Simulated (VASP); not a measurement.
# TiB2 (lda) (P6/mmm) in VASP: further runs

Runs on TiB2 (lda). Level: LDA. Tasks: single point, relaxation of cell and atoms.

All numbers are computed with VASP 6.6.1; they aren't measurements. Logs are shortened: lines on timing, memory, paths and dates and some standing lists are left out, and cuts for length are marked.

### 1 The cell of the first run

The structure is hexagonal, space group P6/mmm (No. 191). Conventional cell: a = 2.994 Å, b = 2.994 Å, c = 3.160 Å, α = 90.00°, β = 90.00°, γ = 120.00°. Within 3.1 Å of Ti (site symmetry 6/mmm) lie 12 B at 2.34 Å and 6 Ti at 2.99 Å. B (site symmetry -6m2) has 3 B at 1.73 Å within 2.3 Å.

### 2 Single point, LDA

File INCAR:

```
  ALGO = Normal
  EDIFF = 1E-6
  ENCUT = 520
  GGA = CA
  ISIF = 2
  ISMEAR = -1
  LASPH = T
  LCHARG = F
  LREAL = F
  LWAVE = F
  NBANDS = 16
  NELM = 100
  PREC = Accurate
  SIGMA = 0.15
```

File KPOINTS:

```
k-points
0
Gamma
  18 18 14
```

File POSCAR:

```
TiB2
1.0
    2.9943433667      0.0000000029      0.0000000000
   -1.4971716858      2.5931774218      0.0000000000
    0.0000000000      0.0000000000      3.1597676422
Ti B
1 2
Direct
    0.0000000000      0.0000000000      0.0000000000
    0.3333333333      0.6666666667      0.5000000000
    0.6666666667      0.3333333333      0.5000000000
```

Potentials or basis: VASP PAW LDA potentials, release 64 (Ti_sv, B).

Run with:

```sh
cat potpaw_LDA.64/Ti_sv/POTCAR potpaw_LDA.64/B/POTCAR > POTCAR
mpirun -np 1 vasp_std > vasp.out
```

OUTCAR:

```text
EDIFF = 1E-6
   ENCUT = 520
   GGA = CA
   ISIF = 2
   ISMEAR = -1
   LASPH = T
   LREAL = F
   NELM = 100
   PREC = Accurate

 ion  position               nearest neighbor table
   1  0.000  0.000  0.000-   2 2.34   3 2.34   2 2.34   3 2.34   2 2.34   2 2.34   3 2.34   3 2.34
                             3 2.34   3 2.34   2 2.34   2 2.34
   2  0.333  0.667  0.500-   3 1.73   3 1.73   3 1.73   1 2.34   1 2.34   1 2.34   1 2.34   1 2.34
                             1 2.34
   3  0.667  0.333  0.500-   2 1.73   2 1.73   2 1.73   1 2.34   1 2.34   1 2.34   1 2.34   1 2.34
                             1 2.34

  LATTYP: Found a hexagonal cell.
 ALAT       =     2.9943433667
 C/A-ratio  =     1.0552455932

  Lattice vectors:

 A1 = (   2.9943433667,   0.0000000029,   0.0000000000)
 A2 = (  -1.4971716858,   2.5931774218,   0.0000000000)
 A3 = (   0.0000000000,   0.0000000000,   3.1597676422)

Analysis of symmetry for initial positions (statically):
=====================================================================
 Subroutine PRICEL returns:
 Original cell was already a primitive cell.

 Routine SETGRP: Setting up the symmetry group for a
 hexagonal supercell.

 Subroutine GETGRP returns: Found 24 space group operations
 (whereof 24 operations were pure point group operations)
 out of a pool of 24 trial point group operations.

The static configuration has the point symmetry D_6h.

Analysis of symmetry for dynamics (positions and initial velocities):
=====================================================================
 Subroutine PRICEL returns:
 Original cell was already a primitive cell.

 Routine SETGRP: Setting up the symmetry group for a
 hexagonal supercell.

 Subroutine GETGRP returns: Found 24 space group operations
 (whereof 24 operations were pure point group operations)
 out of a pool of 24 trial point group operations.

The dynamic configuration has the point symmetry D_6h.

 Subroutine INISYM returns: Found 24 space group operations
 (whereof 24 operations are pure point group operations),
 and found     1 'primitive' translations

----------------------------------------------------------------------------------------

                                     Primitive cell

  volume of cell :      24.5352

  direct lattice vectors                    reciprocal lattice vectors
     2.994343367  0.000000003  0.000000000     0.333963035  0.192813649  0.000000000
    -1.497171686  2.593177422  0.000000000    -0.000000000  0.385627297  0.000000000
     0.000000000  0.000000000  3.159767642     0.000000000  0.000000000  0.316478967

  length of vectors
     2.994343367  2.994343367  3.159767642     0.385627297  0.385627297  0.316478967

  position of ions in fractional coordinates (direct lattice)
     0.000000000  0.000000000  0.000000000
     0.333333333  0.666666667  0.500000000
     0.666666667  0.333333333  0.500000000

  ion indices of the primitive-cell ions
   primitive index   ion index
                 1           1
                 2           2
                 3           3

----------------------------------------------------------------------------------------

 KPOINTS: k-points

Automatic generation of k-mesh.
 Grid dimensions read from file:
 generate k-points for:   18   18   14

 Generating k-lattice:

  Cartesian coordinates                     Fractional coordinates (reciprocal lattice)
     0.018553502  0.010711869  0.000000000     0.055555556  0.000000000  0.000000000
    -0.000000000  0.021423739  0.000000000     0.000000000  0.055555556  0.000000000
     0.000000000  0.000000000  0.022605641     0.000000000  0.000000000  0.071428571

  Length of vectors
     0.021423739  0.021423739  0.022605641

  Shift w.r.t. Gamma in fractional coordinates (k-lattice)
     0.000000000  0.000000000  0.000000000

 Subroutine IBZKPT returns following result:
 ===========================================

 Found    296 irreducible k-points:

 Following reciprocal coordinates:
            Coordinates               Weight
  0.000000  0.000000  0.000000      1.000000
  0.055556 -0.000000  0.000000      6.000000
  0.111111 -0.000000  0.000000      6.000000
  0.166667  0.000000  0.000000      6.000000
  0.222222 -0.000000  0.000000      6.000000
  0.277778 -0.000000  0.000000      6.000000
[... 16 lines left out ...]
  0.333333  0.111111  0.000000     12.000000
  0.388889  0.111111  0.000000     12.000000
 [... further k-points ...]
   k-points           NKPTS =    296   k-points in BZ     NKDIM =    296   number of bands    NBANDS=     16
   number of dos      NEDOS =    301   number of ions     NIONS =      3
   total plane-waves  NPLWV =  13824
   dimension x,y,z NGX =    24 NGY =   24 NGZ =   24
   dimension x,y,z NGXF=    48 NGYF=   48 NGZF=   48
   ions per type =               1   2
   NGX,Y,Z   is equivalent  to a cutoff of  13.32, 13.32, 12.63 a.u.
   NGXF,Y,Z  is equivalent  to a cutoff of  26.65, 26.65, 25.25 a.u.
 SYSTEM =  unknown system
   PREC   = accura    normal or accurate (medium, high low for compatibility)
   ISTART =      0    job   : 0-new  1-cont  2-samecut
   ICHARG =      2    charge: 1-file 2-atom 10-const
   ISPIN  =      1    spin polarized calculation?
   LNONCOLLINEAR =      F non collinear calculations
   LSORBIT =      F    spin-orbit coupling
   LASPH  =      T    aspherical Exc in radial PAW
   ENCUT  =  520.0 eV  38.22 Ry    6.18 a.u.   5.57  5.57  5.88*2*pi/ulx,y,z
   NELM   =    100;   NELMIN=  2; NELMDL= -5     # of ELM steps
   EDIFF  = 0.1E-05   stopping-criterion for ELM
   LREAL  =      F    real-space projection
   EDIFFG = 0.1E-04   stopping-criterion for IOM
   NSW    =      0    number of steps for IOM
   IBRION =     -1    ionic relax: 0-MD 1-quasi-New 2-CG
   NFREE  =      0    steps in history (QN), initial steepest desc. (CG)
   ISIF   =      2    stress and relaxation
   ISYM   =      2    0-nonsym 1-usesym 2-fastsym
   POTIM  = 0.5000    time-step for ionic-motion
   TEBEG  =    0.0;   TEEND  =   0.0 temperature during run
   PSTRESS=    0.0 pullay stress
   NELECT =      18.0000    total number of electrons
   NUPDOWN=      -1.0000    fix difference up-down
   EMIN   =  10.00;   EMAX   =-10.00  energy-range for DOS
   EFERMI =   0.00;   METHOD = LEGACY
   ISMEAR =    -1;   SIGMA  =   0.15  broadening in eV -4-tet -1-fermi 0-gaus
   EFERMI_NEDOS =   21; number of points for ismear=-14 and -15
   IALGO  =     38    algorithm
   IMIX   =      4    mixing-type and parameters
     AMIX     =   0.40;   BMIX     =  1.00
     AMIX_MAG =   1.60;   BMIX_MAG =  1.00
  volume/ion in A,a.u.               =       8.18        55.19
  Fermi-wavevector in a.u.,A,eV,Ry     =   1.476509  2.790197 29.661761  2.180078
  Thomas-Fermi vector in A             =   2.591027
   LORBIT       =      0    0 simple, 1 ext, 2 COOP (PROOUT), +10 PAW based schemes
   GGA     = CA    functional components
   LHFCALC =     F    Hartree Fock is set to
   AEXX    =    0.0000 exact exchange contribution
   IVDW    =     0    specifies the selected vdW correction
   LEPSILON=     F    determine dielectric tensor
   LRPA    =     F    only Hartree local field effects (RPA)
 non-spin polarized calculation
  energy-cutoff  :      520.00
  volume of cell :       24.54
 maximum number of plane-waves:       684
 NGX is ok and might be reduce to    24
   NGX = 11   NGY = 11   NGZ = 11

 number of electron      18.0000000 magnetization

 Free energy of the ion-electron system (eV)
  ---------------------------------------------------
  ext. energy  EPLUGINS =         0.00000000
  ---------------------------------------------------
  free energy    TOTEN  =       -26.93475296 eV

  energy without entropy =      -26.90595685  energy(sigma->0) =      -26.92035490

 E-fermi :  10.4177     XC(G=0): -13.1697

 val. band max:       10.4144439532   @ k =   0.0556   0.0556   0.4286
 cond. band min:      10.4386594729   @ k =   0.3333   0.1667   0.0000
 fundamental gap:      0.0242155197
 Fermi energy:        10.4176541422

 k-point     1 :       0.0000    0.0000    0.0000
  band No.  band energies     occupation
      1     -45.6932      2.00000
      2     -22.4391      2.00000
      3     -22.0982      2.00000
      4     -22.0982      2.00000
      5      -3.0947      2.00000
      6       7.6741      2.00000
[... 8 lines left out ...]
     15      16.3485      0.00000
     16      17.7579      0.00000

 k-point     2 :       0.0556   -0.0000    0.0000
  band No.  band energies     occupation
      1     -45.6911      2.00000
      2     -22.4366      2.00000
      3     -22.1132      2.00000
      4     -22.1016      2.00000
      5      -3.0336      2.00000
      6       7.5065      2.00000
[... 8 lines left out ...]
     15      16.7661      0.00000
     16      17.9410      0.00000

 k-point     3 :       0.1111   -0.0000    0.0000
  band No.  band energies     occupation
      1     -45.6853      2.00000
      2     -22.4294      2.00000
      3     -22.1561      2.00000
      4     -22.1113      2.00000
      5      -2.8521      2.00000
      6       7.0369      2.00000
[... 8 lines left out ...]
     15      17.6975      0.00000
     16      18.4924      0.00000

 k-point     4 :       0.1667    0.0000    0.0000
  band No.  band energies     occupation
      1     -45.6763      2.00000
      2     -22.4185      2.00000
      3     -22.2212      2.00000
      4     -22.1260      2.00000
      5      -2.5555      2.00000
      6       6.3519      2.00000
[... 8 lines left out ...]
     15      18.8687      0.00000
     16      18.9029      0.00000
[... 324 lines left out ...]
 k-point    22 :       0.2778    0.1111    0.0000
  band No.  band energies     occupation
      1     -45.6393      2.00000
      2     -22.4585      2.00000
      3     -22.3734      2.00000
      4     -22.2096      2.00000
      5      -0.8999      2.00000
      6       3.8341      2.00000
[... 8 lines left out ...]
     15      18.8859      0.00000
     16      20.0891      0.00000

 k-point    23 :       0.3333    0.1111    0.0000
  band No.  band energies     occupation
      1     -45.6308      2.00000
      2     -22.5122      2.00000
      3     -22.3630      2.00000
      4     -22.2284      2.00000
      5      -0.2387      2.00000
      6       2.9729      2.00000
[... 8 lines left out ...]
     15      18.8681      0.00000
     16      19.9626      0.00000

 k-point    24 :       0.3889    0.1111    0.0000
  band No.  band energies     occupation
      1     -45.6252      2.00000
      2     -22.5470      2.00000
      3     -22.3562      2.00000
      4     -22.2406      2.00000
      5       0.4863      2.00000
      6       2.1214      2.00000
[... 8 lines left out ...]
     15      18.8156      0.00000
     16      19.8658      0.00000

 [... further k-points ...]
[... 5 lines left out ...]
  --------------------------------------------------------------------------------------
  -------------------------------------------------------------------------------------
  Total        0.0985429      0.0985429      0.0946367      0.0000000      0.0000000     -0.0000000
  in kB        6.4349737      6.4349737      6.1798968      0.0000000      0.0000000     -0.0000000
  external PRESSURE =       6.3499481 kB  Pullay stress =       0.0000000 kB

 VOLUME and BASIS-vectors are now :
 -----------------------------------------------------------------------------
  energy-cutoff  :      520.00
  volume of cell :       24.54
      direct lattice vectors                 reciprocal lattice vectors
     2.994343367  0.000000003  0.000000000     0.333963035  0.192813649  0.000000000
    -1.497171686  2.593177422  0.000000000    -0.000000000  0.385627297  0.000000000
     0.000000000  0.000000000  3.159767642     0.000000000  0.000000000  0.316478967

 POSITION                                       TOTAL-FORCE (eV/Angst)
 -----------------------------------------------------------------------------------
      0.00000      0.00000      0.00000         0.000000      0.000000     -0.000000
     -0.00000      1.72878      1.57988         0.000000     -0.000000      0.000000
      1.49717      0.86439      1.57988        -0.000000      0.000000     -0.000000
 -----------------------------------------------------------------------------------
    total drift:                               -0.000000      0.000000      0.000000

  FREE ENERGIE OF THE ION-ELECTRON SYSTEM (eV)
  ---------------------------------------------------
  free  energy   TOTEN  =       -26.9347529555 eV

  energy  without entropy=      -26.9059568502  energy(sigma->0) =      -26.92035490
```

Run time: 37 s. Hardware: 1 thread of Intel Xeon Platinum 8559C (Emerald Rapids), shared host; peak memory 0.22 GiB.

Results:

```
Free energy            : -26.9348 eV
Pressure               : 0.6 GPa
Band gap on the k mesh : zero (band 9 reaches 10.82 eV, above the bottom of band 10 at 10.17 eV)
```

### 3 Relaxation of cell and atoms, LDA

File INCAR:

```
PREC     = Accurate       # precision mode
ENCUT    = 600            # plane-wave cutoff, eV
EDIFF    = 1E-6           # SCF threshold, eV
ISMEAR   = 0              # smearing method
SIGMA    = 0.1            # smearing width, eV
LREAL    = F              # projectors in reciprocal space
LASPH    = T              # aspherical terms in the spheres
NELM     = 100            # most SCF steps
ALGO     = Normal         # electronic algorithm
ISIF     = 3              # what is computed and relaxed
LWAVE    = F              # write WAVECAR
LCHARG   = F              # write CHGCAR
IBRION   = 2              # ionic algorithm
NSW      = 100            # ionic steps
EDIFFG   = -0.002         # ionic threshold
```

File KPOINTS:

```
Automatic mesh
0
Gamma
  18 18 14
```

File POSCAR:

```
TiB2
1.0
    2.9949342193      0.0000000029      0.0000000000
   -1.4974671121      2.5936891152      0.0000000000
    0.0000000000      0.0000000000      3.1572745920
Ti B
1 2
Direct
    0.0000000000      0.0000000000      0.0000000000
    0.3333333333      0.6666666667      0.5000000000
    0.6666666667      0.3333333333      0.5000000000
```

Potentials or basis: VASP PAW LDA potentials, release 64 (Ti_sv, B).

Run with:

```sh
cat potpaw_LDA.64/Ti_sv/POTCAR potpaw_LDA.64/B/POTCAR > POTCAR
mpirun -np 1 vasp_std > vasp.out
```

Run time: 1.9 min. Hardware: 1 thread of Intel Xeon Platinum 8559C (Emerald Rapids), shared host; peak memory 0.24 GiB.

It converged, with:

| Property | Result |
| --- | --- |
| Free energy | -26.9241 eV |
| Relaxed volume | 8.19 Å³/atom |
| Relaxed cell | a = 2.995 Å, b = 2.995 Å, c = 3.162 Å, α = 90.00°, β = 90.00°, γ = 120.00° |
| Space group after relaxing (to 0.05 Å) | P6/mmm (No. 191) |
| Energy gained by relaxing | 0.0 meV/atom |
| Ionic steps | 6 |
| Pressure after relaxing | 0.0 GPa |
| Band gap on the k mesh | zero (band 9 reaches 10.80 eV, above the bottom of band 10 at 10.16 eV) |

Step by step:
| step | energy change (eV) | largest force (eV/Å) | pressure (GPa) | volume (Å³) |
| --- | --- | --- | --- | --- |
| 1 | 0.0000 | 0.0000 | 0.51 | 24.53 |
| 2 | 0.0000 | 0.0000 | -0.48 | 24.62 |
| 3 | -0.0001 | 0.0000 | -0.12 | 24.58 |
| 4 | -0.0001 | 0.0000 | -0.08 | 24.58 |
| 5 | -0.0001 | 0.0000 | 0.05 | 24.57 |
| 6 | -0.0001 | 0.0000 | 0.01 | 24.57 |

Final structure:
```cif
data_structure
_symmetry_space_group_name_H-M 'P 1'
_symmetry_Int_Tables_number 1
_cell_length_a 2.9952
_cell_length_b 2.9952
_cell_length_c 3.1624
_cell_angle_alpha 90.000
_cell_angle_beta 90.000
_cell_angle_gamma 120.000
_cell_volume 24.57
loop_
_atom_site_label
_atom_site_type_symbol
_atom_site_fract_x
_atom_site_fract_y
_atom_site_fract_z
_atom_site_occupancy
Ti1 Ti 0.00000 0.00000 0.00000 1
B1 B 0.33333 0.66667 0.50000 1
B2 B 0.66667 0.33333 0.50000 1
```

Levels at points of the mesh, in eV from the Fermi level:
| k point | band 5 | band 6 | band 7 | band 8 | band 9 | band 10 | band 11 | band 12 | band 13 |
| --- | --- | --- | --- | --- | --- | --- | --- | --- | --- |
| (0.00, 0.00, 0.00) | -13.55 | -2.78 | -2.78 | -2.24 | -2.20 | 1.97 | 1.97 | 3.87 | 3.87 |
| (0.50, 0.00, 0.00) | -9.50 | -9.15 | -3.35 | -3.31 | -2.41 | 1.39 | 2.84 | 3.36 | 3.53 |
| (0.00, 0.00, 0.50) | -11.44 | -7.72 | -0.61 | -0.61 | -0.29 | -0.29 | 0.41 | 0.41 | 1.80 |
| (0.50, 0.00, 0.50) | -9.81 | -7.51 | -4.85 | -3.98 | -3.10 | 2.65 | 3.04 | 4.83 | 4.85 |

### 4 Relaxation of cell and atoms, LDA

File INCAR:

```
ALGO = Normal
EDIFF = 1E-7
EDIFFG = -0.001
ENCUT = 600
GGA = CA
IBRION = 2
ISIF = 3
ISMEAR = -1
LASPH = T
LCHARG = F
LREAL = F
LWAVE = F
NELM = 80
NSW = 80
PREC = Accurate
SIGMA = 0.15
```

File KPOINTS:

```
k-points
0
Gamma
  18 18 14
```

File POSCAR:

```
TiB2
1.0
    2.9936417579      0.0000000029      0.0000000000
   -1.4968208814      2.5925698107      0.0000000000
    0.0000000000      0.0000000000      3.1601937960
Ti B
1 2
Direct
    0.0000000000      0.0000000000      0.0000000000
    0.3333333333      0.6666666667      0.5000000000
    0.6666666667      0.3333333333      0.5000000000
```

Run with:

```sh
cat potpaw_LDA.64/Ti_sv/POTCAR potpaw_LDA.64/B/POTCAR > POTCAR
mpirun -np 1 vasp_std > vasp.out
```

It took 94 s on 1 thread of Intel Xeon Platinum 8559C (Emerald Rapids), shared host; peak memory 0.24 GiB.

Results (log left out):

| Quantity | Value |
| --- | --- |
| Free energy | -26.9366 eV |
| Relaxed volume | 8.19 Å³/atom |
| Relaxed cell | a = 2.996 Å, b = 2.996 Å, c = 3.162 Å, α = 90.00°, β = 90.00°, γ = 120.00° |
| Space group after relaxing (to 0.05 Å) | P6/mmm (No. 191) |
| Energy gained by relaxing | 0.0 meV/atom |
| Ionic steps | 3 |
| Pressure after relaxing | 0.0 GPa |
| Band gap on the k mesh | zero (band 9 reaches 10.79 eV, above the bottom of band 10 at 10.15 eV) |

The path:
| step | energy change (eV) | largest force (eV/Å) | pressure (GPa) | volume (Å³) |
| --- | --- | --- | --- | --- |
| 1 | 0.0000 | 0.0000 | 0.65 | 24.53 |
| 2 | 0.0000 | 0.0000 | -0.70 | 24.64 |
| 3 | -0.0001 | 0.0000 | -0.01 | 24.58 |

Final structure:
```
Ti B
1.0
     2.99616    0.00000    0.00000
    -1.49808    2.59475    0.00000
     0.00000    0.00000    3.16209
Ti B
1 2
Direct
  0.00000 0.00000 0.00000
  0.33333 0.66667 0.50000
  0.66667 0.33333 0.50000
```

Levels at points of the mesh, in eV from the Fermi level:
| k point | band 5 | band 6 | band 7 | band 8 | band 9 | band 10 | band 11 | band 12 | band 13 |
| --- | --- | --- | --- | --- | --- | --- | --- | --- | --- |
| (0.00, 0.00, 0.00) | -13.50 | -2.74 | -2.74 | -2.19 | -2.15 | 2.02 | 2.02 | 3.91 | 3.91 |
| (0.50, 0.00, 0.00) | -9.45 | -9.10 | -3.30 | -3.26 | -2.37 | 1.44 | 2.88 | 3.40 | 3.58 |
| (0.00, 0.00, 0.50) | -11.39 | -7.67 | -0.56 | -0.56 | -0.24 | -0.24 | 0.46 | 0.46 | 1.85 |
| (0.50, 0.00, 0.50) | -9.76 | -7.46 | -4.80 | -3.94 | -3.06 | 2.70 | 3.09 | 4.88 | 4.89 |

### 5 Overview

```csv
task,cell,cutoff (eV),smearing,gap on the mesh (eV),pressure (GPa),relaxed volume (Å³/atom)
single point,"a = 2.994, b = 2.994, c = 3.160 Å, angles 90.0, 90.0, 120.0°, 3 atoms",520,fermi-dirac 0.15 eV,none,0.6,-
relaxation of cell and atoms,"relaxed from a = 2.995, b = 2.995, c = 3.157 Å, angles 90.0, 90.0, 120.0°, 3 atoms",600,gaussian 0.1 eV,none,0.0,8.19
relaxation of cell and atoms,"relaxed from a = 2.994, b = 2.994, c = 3.160 Å, angles 90.0, 90.0, 120.0°, 3 atoms",600,fermi-dirac 0.15 eV,none,0.0,8.19
```

Alike in all rows: level LDA; potentials or basis VASP PAW LDA potentials, release 64 (Ti_sv, B); no spin polarisation; k mesh 18 × 18 × 14.

Total energies depend on the potentials used, so only differences within one code and one set of settings carry meaning.
